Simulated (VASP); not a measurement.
Rh:

```xyz
1
Lattice="0.0000 1.9016 1.9016 1.9016 0.0000 1.9016 1.9016 1.9016 0.0000" Properties=species:S:1:pos:R:3 pbc="T T T"
Rh    0.0000    0.0000    0.0000
```

Base run:

- Program: VASP 6.6.1
- Functional: r2SCAN
- Potentials or basis: VASP PAW PBE potentials, release 64 (Rh_sv_GW)
- Cutoff: 580 eV
- k mesh: 8 × 8 × 8
- Occupations: gaussian, width 0.15 eV
- Spin: no spin polarisation

Its results: pressure -1.4 GPa.

**Question.** The run is repeated on the same cell with these changes: potentials or basis from VASP PAW PBE potentials, release 64 (Rh_sv_GW) to VASP PAW PBE potentials, release 64 (Rh_pv); cutoff from 580 eV to 520 eV; valence electrons from 17 to 15. What comes out?

**Answer.** Pressure 1.4 GPa.

Caveats: the PAW data sets were made with another functional, which shifts forces and pressure a little.
